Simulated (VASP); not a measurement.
# Li (P6/mmm) in VASP: further runs

Runs on Li. Level: r2SCAN. Tasks: single point.

Everything below comes from runs of VASP 6.6.1. Logs are shortened: lines on timing, memory, paths and dates and some standing lists are left out, and cuts for length are marked.

## 1. The cell of the first run

The structure is hexagonal, space group P6/mmm (No. 191). Conventional cell: a = 4.949 Å, b = 4.949 Å, c = 2.889 Å, α = 90.00°, β = 90.00°, γ = 120.00°. Li (site symmetry 6/mmm) has 14 Li at 2.89 to 3.20 Å within 3.8 Å. Li (site symmetry -6m2) has 11 Li at 2.86 to 3.20 Å within 3.8 Å.

This isn't the form of Li at room conditions, which is bcc.

## 2. Single point, r2SCAN

Contents of POSCAR:

```
Li
1.0
    4.9488671300      0.0000000000      0.0000000000
   -2.4744335700      4.2858446600      0.0000000000
    0.0000000000      0.0000000000      2.8888430000
Li
3
Direct
    0.0000000000      0.0000000000      0.0000000000
    0.6666666667      0.3333333333      0.5000000000
    0.3333333333      0.6666666667      0.5000000000
```

Contents of INCAR.step1:

```
PREC = Accurate
ENCUT = 520
ISMEAR = -1
SIGMA = 0.2
LREAL = F
LASPH = T
NELM = 80
NBANDS = 12
GGA = PE
ALGO = Normal
EDIFF = 1E-4
LWAVE = T
LCHARG = F
```

Contents of INCAR.step2:

```
PREC = Accurate
ENCUT = 520
EDIFF = 1E-6
ISMEAR = -1
SIGMA = 0.2
LREAL = F
LASPH = T
NELM = 80
ALGO = Normal
ISIF = 2
LWAVE = F
LCHARG = F
METAGGA = R2SCAN
LMIXTAU = T
NBANDS = 12
ISTART = 1
```

Contents of KPOINTS:

```
Automatic mesh
0
Gamma
  7 7 10
```

Potentials or basis: VASP PAW PBE potentials, release 64 (Li_sv).

Command:

```bash
> cat potpaw_PBE.64/Li_sv/POTCAR > POTCAR
> cp INCAR.step1 INCAR
> mpirun -np 1 vasp_std > vasp.out
> cp INCAR.step2 INCAR
> mpirun -np 1 vasp_std > vasp.out
```

OUTCAR:

```text
PREC = Accurate
   ENCUT = 520
   EDIFF = 1E-6
   ISMEAR = -1
   LREAL = F
   LASPH = T
   NELM = 80
   ISIF = 2
   METAGGA = R2SCAN
   ISTART = 1

 ion  position               nearest neighbor table
   1  0.000  0.000  0.000-
   2  0.667  0.333  0.500-
   3  0.333  0.667  0.500-

  LATTYP: Found a hexagonal cell.
 ALAT       =     4.9488671300
 C/A-ratio  =     0.5837382423

  Lattice vectors:

 A1 = (   4.9488671300,   0.0000000000,   0.0000000000)
 A2 = (  -2.4744335700,   4.2858446600,   0.0000000000)
 A3 = (   0.0000000000,   0.0000000000,   2.8888430000)

Analysis of symmetry for initial positions (statically):
=====================================================================
 Subroutine PRICEL returns:
 Original cell was already a primitive cell.

 Routine SETGRP: Setting up the symmetry group for a
 hexagonal supercell.

 Subroutine GETGRP returns: Found 24 space group operations
 (whereof 24 operations were pure point group operations)
 out of a pool of 24 trial point group operations.

The static configuration has the point symmetry D_6h.

Analysis of symmetry for dynamics (positions and initial velocities):
=====================================================================
 Subroutine PRICEL returns:
 Original cell was already a primitive cell.

 Routine SETGRP: Setting up the symmetry group for a
 hexagonal supercell.

 Subroutine GETGRP returns: Found 24 space group operations
 (whereof 24 operations were pure point group operations)
 out of a pool of 24 trial point group operations.

The dynamic configuration has the point symmetry D_6h.

 Subroutine INISYM returns: Found 24 space group operations
 (whereof 24 operations are pure point group operations),
 and found     1 'primitive' translations

----------------------------------------------------------------------------------------

                                     Primitive cell

  volume of cell :      61.2726

  direct lattice vectors                    reciprocal lattice vectors
     4.948867130  0.000000000  0.000000000     0.202066447  0.116663118  0.000000000
    -2.474433570  4.285844660  0.000000000     0.000000000  0.233326235  0.000000000
     0.000000000  0.000000000  2.888843000     0.000000000  0.000000000  0.346159345

  length of vectors
     4.948867130  4.948867137  2.888843000     0.233326236  0.233326235  0.346159345

  position of ions in fractional coordinates (direct lattice)
     0.000000000  0.000000000  0.000000000
     0.666666667  0.333333333  0.500000000
     0.333333333  0.666666667  0.500000000

  ion indices of the primitive-cell ions
   primitive index   ion index
                 1           1
                 2           2
                 3           3

----------------------------------------------------------------------------------------

 KPOINTS: Automatic mesh

Automatic generation of k-mesh.
 Grid dimensions read from file:
 generate k-points for:    7    7   10

 Generating k-lattice:

  Cartesian coordinates                     Fractional coordinates (reciprocal lattice)
     0.028866635  0.016666160  0.000000000     0.142857143  0.000000000  0.000000000
     0.000000000  0.033332319  0.000000000     0.000000000  0.142857143  0.000000000
     0.000000000  0.000000000  0.034615934     0.000000000  0.000000000  0.100000000

  Length of vectors
     0.033332319  0.033332319  0.034615934

  Shift w.r.t. Gamma in fractional coordinates (k-lattice)
     0.000000000  0.000000000  0.000000000

 Subroutine IBZKPT returns following result:
 ===========================================

 Found     48 irreducible k-points:

 Following reciprocal coordinates:
            Coordinates               Weight
  0.000000  0.000000  0.000000      1.000000
  0.142857  0.000000  0.000000      6.000000
  0.285714  0.000000  0.000000      6.000000
  0.428571  0.000000  0.000000      6.000000
  0.142857  0.142857  0.000000      6.000000
  0.285714  0.142857  0.000000     12.000000
[... 16 lines left out ...]
  0.428571  0.142857  0.200000     12.000000
  0.285714  0.285714  0.200000     12.000000
 [... further k-points ...]
   k-points           NKPTS =     48   k-points in BZ     NKDIM =     48   number of bands    NBANDS=     12
   number of dos      NEDOS =    301   number of ions     NIONS =      3
   total plane-waves  NPLWV =  38400
   dimension x,y,z NGX =    40 NGY =   40 NGZ =   24
   dimension x,y,z NGXF=    80 NGYF=   80 NGZF=   48
   ions per type =               3
   NGX,Y,Z   is equivalent  to a cutoff of  13.44, 13.44, 13.81 a.u.
   NGXF,Y,Z  is equivalent  to a cutoff of  26.87, 26.87, 27.62 a.u.
 SYSTEM =  unknown system
   PREC   = accura    normal or accurate (medium, high low for compatibility)
   ISTART =      1    job   : 0-new  1-cont  2-samecut
   ICHARG =      0    charge: 1-file 2-atom 10-const
   ISPIN  =      1    spin polarized calculation?
   LNONCOLLINEAR =      F non collinear calculations
   LSORBIT =      F    spin-orbit coupling
   LASPH  =      T    aspherical Exc in radial PAW
   ENCUT  =  520.0 eV  38.22 Ry    6.18 a.u.   9.20  9.20  5.37*2*pi/ulx,y,z
   NELM   =     80;   NELMIN=  2; NELMDL=  0     # of ELM steps
   EDIFF  = 0.1E-05   stopping-criterion for ELM
   LREAL  =      F    real-space projection
   EDIFFG = 0.1E-04   stopping-criterion for IOM
   NSW    =      0    number of steps for IOM
   IBRION =     -1    ionic relax: 0-MD 1-quasi-New 2-CG
   NFREE  =      0    steps in history (QN), initial steepest desc. (CG)
   ISIF   =      2    stress and relaxation
   ISYM   =      2    0-nonsym 1-usesym 2-fastsym
   POTIM  = 0.5000    time-step for ionic-motion
   TEBEG  =    0.0;   TEEND  =   0.0 temperature during run
   PSTRESS=    0.0 pullay stress
   NELECT =       9.0000    total number of electrons
   NUPDOWN=      -1.0000    fix difference up-down
   EMIN   =  10.00;   EMAX   =-10.00  energy-range for DOS
   EFERMI =   0.00;   METHOD = LEGACY
   ISMEAR =    -1;   SIGMA  =   0.20  broadening in eV -4-tet -1-fermi 0-gaus
   EFERMI_NEDOS =   21; number of points for ismear=-14 and -15
   IALGO  =     38    algorithm
   IMIX   =      4    mixing-type and parameters
     AMIX     =   0.40;   BMIX     =  1.00
     AMIX_MAG =   1.60;   BMIX_MAG =  1.00
  volume/ion in A,a.u.               =      20.42       137.83
  Fermi-wavevector in a.u.,A,eV,Ry     =   0.863774  1.632297 10.151389  0.746106
  Thomas-Fermi vector in A             =   1.981774
   LORBIT       =      0    0 simple, 1 ext, 2 COOP (PROOUT), +10 PAW based schemes
   METAGGA = R2SCAN    functional components
   LHFCALC =     F    Hartree Fock is set to
   AEXX    =    0.0000 exact exchange contribution
   IVDW    =     0    specifies the selected vdW correction
   LEPSILON=     F    determine dielectric tensor
   LRPA    =     F    only Hartree local field effects (RPA)
 non-spin polarized calculation
  energy-cutoff  :      520.00
  volume of cell :       61.27
 maximum number of plane-waves:      1685
 NGX is ok and might be reduce to    40
   NGX = 19   NGY = 19   NGZ = 11

 number of electron       8.9999988 magnetization

 Free energy of the ion-electron system (eV)
  ---------------------------------------------------
  ext. energy  EPLUGINS =         0.00000000
  ---------------------------------------------------
  free energy    TOTEN  =        -7.19314710 eV

  energy without entropy =       -7.02162373  energy(sigma->0) =       -7.10738542

 E-fermi :   0.6152     XC(G=0):  -7.4282

 val. band max:        0.6083896959   @ k =   0.2857   0.2857   0.3000
 cond. band min:       0.6647062160   @ k =   0.2857   0.2857   0.4000
 fundamental gap:      0.0563165201
 Fermi energy:         0.6151830999

 k-point     1 :       0.0000    0.0000    0.0000
  band No.  band energies     occupation
      1     -47.5330      2.00000
      2     -47.5123      2.00000
      3     -47.4049      2.00000
      4      -3.2469      2.00000
      5       2.8673      0.00003
      6       2.8677      0.00003
      7       2.9220      0.00002
      8       2.9223      0.00002
      9       6.9083      0.00000
     10       7.1036      0.00000
     11      11.8537      0.00000
     12      16.1941      0.00000

 k-point     2 :       0.1429    0.0000    0.0000
  band No.  band energies     occupation
      1     -47.5320      2.00000
      2     -47.5131      2.00000
      3     -47.4049      2.00000
      4      -3.1111      2.00000
      5       1.5036      0.02327
      6       1.8324      0.00454
      7       3.7585      0.00000
      8       4.3082      0.00000
      9       7.4181      0.00000
     10       7.6590      0.00000
     11      12.0208      0.00000
     12      15.2326      0.00000

 k-point     3 :       0.2857    0.0000    0.0000
  band No.  band energies     occupation
      1     -47.5294      2.00000
      2     -47.5155      2.00000
      3     -47.4050      2.00000
      4      -2.7052      2.00000
      5       0.1112      1.85108
      6       1.1234      0.14608
      7       3.9329      0.00000
      8       6.0668      0.00000
      9       8.4298      0.00000
     10       9.4300      0.00000
     11      12.5183      0.00000
     12      13.1817      0.00000

 k-point     4 :       0.4286    0.0000    0.0000
  band No.  band energies     occupation
      1     -47.5264      2.00000
      2     -47.5184      2.00000
      3     -47.4052      2.00000
      4      -2.0287      2.00000
      5      -1.0844      1.99959
      6       0.7684      0.63467
      7       3.9069      0.00000
      8       8.1604      0.00000
      9       9.7965      0.00000
     10      10.5634      0.00000
     11      11.4589      0.00000
     12      11.5717      0.00000

 k-point     5 :       0.1429    0.1429    0.0000
  band No.  band energies     occupation
      1     -47.5302      2.00000
      2     -47.5148      2.00000
      3     -47.4050      2.00000
      4      -2.8407      2.00000
      5       0.8019      0.56443
      6       0.8174      0.53359
      7       4.7118      0.00000
      8       4.7761      0.00000
      9       8.5573      0.00000
     10       8.5678      0.00000
     11      12.3531      0.00000
     12      13.2056      0.00000
[... 228 lines left out ...]
      1     -47.5260      2.00000
      2     -47.5108      2.00000
      3     -47.4010      2.00000
      4      -2.2512      2.00000
      5       1.4628      0.02845
      6       1.5192      0.02154
      7       5.0261      0.00000
      8       5.3516      0.00000
      9       7.3439      0.00000
     10       8.3594      0.00000
     11      10.1304      0.00000
     12      12.5085      0.00000

 k-point    22 :       0.2857    0.1429    0.2000
  band No.  band energies     occupation
      1     -47.5231      2.00000
      2     -47.5136      2.00000
      3     -47.4011      2.00000
      4      -1.7036      1.99998
      5       0.1974      1.77960
      6       1.0317      0.22160
      7       5.0007      0.00000
      8       6.7689      0.00000
      9       8.6023      0.00000
     10       9.5640      0.00000
     11      10.2634      0.00000
     12      11.5470      0.00000

 k-point    23 :       0.4286    0.1429    0.2000
  band No.  band energies     occupation
      1     -47.5210      2.00000
      2     -47.5157      2.00000
      3     -47.4012      2.00000
      4      -0.9000      1.99898
      5      -0.8672      1.99879
      6       0.8744      0.42957
      7       4.9393      0.00000
      8       8.1830      0.00000
      9       8.8244      0.00000
     10       9.7281      0.00000
     11      10.1252      0.00000
     12      10.6381      0.00000

 k-point    24 :       0.2857    0.2857    0.2000
  band No.  band energies     occupation
      1     -47.5201      2.00000
      2     -47.5164      2.00000
      3     -47.4012      2.00000
      4      -1.0238      1.99945
      5      -0.1140      1.94914
      6      -0.0607      1.93410
      7       6.5516      0.00000
      8       6.6703      0.00000
      9       8.4330      0.00000
     10       9.8560      0.00000
     11      10.1682      0.00000
     12      10.6316      0.00000

 [... further k-points ...]
[... 5 lines left out ...]
  --------------------------------------------------------------------------------------
  -------------------------------------------------------------------------------------
  Total        0.0135792      0.0135792      0.1204735     -0.0000000     -0.0000000      0.0000000
  in kB        0.3550730      0.3550730      3.1501837     -0.0000000     -0.0000000      0.0000000
  external PRESSURE =       1.2867766 kB  Pullay stress =       0.0000000 kB

 VOLUME and BASIS-vectors are now :
 -----------------------------------------------------------------------------
  energy-cutoff  :      520.00
  volume of cell :       61.27
      direct lattice vectors                 reciprocal lattice vectors
     4.948867130  0.000000000  0.000000000     0.202066447  0.116663118  0.000000000
    -2.474433570  4.285844660  0.000000000     0.000000000  0.233326235  0.000000000
     0.000000000  0.000000000  2.888843000     0.000000000  0.000000000  0.346159345

 POSITION                                       TOTAL-FORCE (eV/Angst)
 -----------------------------------------------------------------------------------
      0.00000      0.00000      0.00000         0.000000      0.000000      0.000000
      2.47443      1.42861      1.44442        -0.000000     -0.000000      0.000000
     -0.00000      2.85723      1.44442         0.000000     -0.000000      0.000000
 -----------------------------------------------------------------------------------
    total drift:                               -0.000000      0.000000      0.000000

  FREE ENERGIE OF THE ION-ELECTRON SYSTEM (eV)
  ---------------------------------------------------
  free  energy   TOTEN  =        -7.1931470994 eV

  energy  without entropy=       -7.0216237344  energy(sigma->0) =       -7.10738542
```

Run time: 4.5 min. Hardware: 1 thread of Intel Xeon 8259CL, shared host; peak memory 0.2 GiB.

What came out:

```yaml
Free_energy: -7.1931 eV
Band_gap_on_the_k_mesh: zero (an odd number of electrons rules out a gap without spin polarisation)
```

Caveat: the cutoff is under 1.25 times the usual one of these potentials, so pressure, stress and relaxed cells hold a basis-set (Pulay) error; the PAW data sets were made with another functional, which shifts forces and pressure a little.

## 3. Single point, r2SCAN

This run uses another cell than the first one, of 20.93 Å³/atom.

Contents of POSCAR:

```
Li
1.0
    4.9897687132      0.0000000000      0.0000000000
   -2.4948843616      4.3212664701      0.0000000000
    0.0000000000      0.0000000000      2.9127188183
Li
3
Direct
    0.0000000000      0.0000000000      0.0000000000
    0.6666666667      0.3333333333      0.5000000000
    0.3333333333      0.6666666667      0.5000000000
```

Contents of INCAR.step1:

```
ALGO = Normal
EDIFF = 1E-4
ENCUT = 520
GGA = PE
ISMEAR = -1
LASPH = True
LCHARG = False
LREAL = False
LWAVE = True
NBANDS = 12
NELM = 60
PREC = Accurate
SIGMA = 0.2
```

Contents of INCAR.step2:

```
ALGO = Normal
EDIFF = 1E-6
ENCUT = 520
ISIF = 2
ISMEAR = -1
ISTART = 1
LASPH = True
LCHARG = False
LMIXTAU = True
LREAL = False
LWAVE = False
METAGGA = R2SCAN
NBANDS = 12
NELM = 60
PREC = Accurate
SIGMA = 0.2
```

Contents of KPOINTS:

```
k-points
0
Gamma
  7 7 10
```

Potentials or basis: VASP PAW PBE potentials, release 64 (Li_sv).

Command:

```bash
> cat potpaw_PBE.64/Li_sv/POTCAR > POTCAR
> cp INCAR.step1 INCAR
> mpirun -np 1 vasp_std > vasp.out
> cp INCAR.step2 INCAR
> mpirun -np 1 vasp_std > vasp.out
```

Run time: 5.5 min. Hardware: 1 thread of Intel Xeon 8259CL, shared host; peak memory 0.2 GiB.

It converged, with:

| Property | Result |
| --- | --- |
| Free energy | -7.1974 eV |
| Band gap on the k mesh | zero (an odd number of electrons rules out a gap without spin polarisation) |

Levels at points of the mesh, in eV from the Fermi level:
```tsv
k point	band 2	band 3	band 4	band 5	band 6	band 7
(0.00, 0.00, 0.00)	-48.23	-48.12	-3.81	2.22	2.22	2.27
(0.00, 0.00, 0.50)	-48.21	-48.11	-0.54	0.16	5.83	5.90
```

Caveat: the cutoff is under 1.25 times the usual one of these potentials, so pressure, stress and relaxed cells hold a basis-set (Pulay) error; the PAW data sets were made with another functional, which shifts forces and pressure a little.
